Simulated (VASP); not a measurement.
A run of VASP 6.6.1 is set up as follows.

File INCAR:

```
SYSTEM = SnSe
PREC = Accurate
ENCUT = 520
EDIFF = 1E-6
ISMEAR = 0
SIGMA = 0.05
LREAL = .False.
LASPH = .True.
NELM = 60
ALGO = Normal
ISIF = 2
LWAVE = .False.
LCHARG = .False.
GGA = CA
NBANDS = 28
```

The input KPOINTS:

```
regular mesh
0
Gamma
  6 6 4
  0 0 0
```

Contents of POSCAR:

```
SnSe
1.0
    4.4549276655      0.0715227632      0.0630341067
    0.0715227632      4.0965782793      0.1538862774
    0.1616652340      0.3946761898     10.9405634907
Sn Se
2 2
Direct
    0.5487698168     -0.0443922620      0.3668222694
   -0.0043502410      0.4886960863      0.6244822962
    0.4398827416      0.0081427706      0.5965915406
    0.0156976826      0.5475534051      0.4121038937
```

Potentials or basis: VASP PAW LDA potentials, release 64 (Sn_d, Se).

Run with:

```bash
$ cat potpaw_LDA.64/Sn_d/POTCAR potpaw_LDA.64/Se/POTCAR > POTCAR
$ mpirun -np 1 vasp_std > vasp.out
```

Task: Predict the band gap on the k mesh.

Result: 0.74 eV (least direct gap 1.14 eV).

Task: Predict the largest force.

Result: 4.218 eV/Å.

Forces on the atoms (eV/Å):
```
Sn  -0.183  0.539 -0.656
Sn  -0.168 -0.224  3.975
Se   0.488 -0.035  0.888
Se  -0.137 -0.281 -4.207
```

Caveat: the cell differs from its parent crystal (atoms moved at random and the cell strained at random); spin-orbit coupling is left out, which moves the levels of the heavy elements.
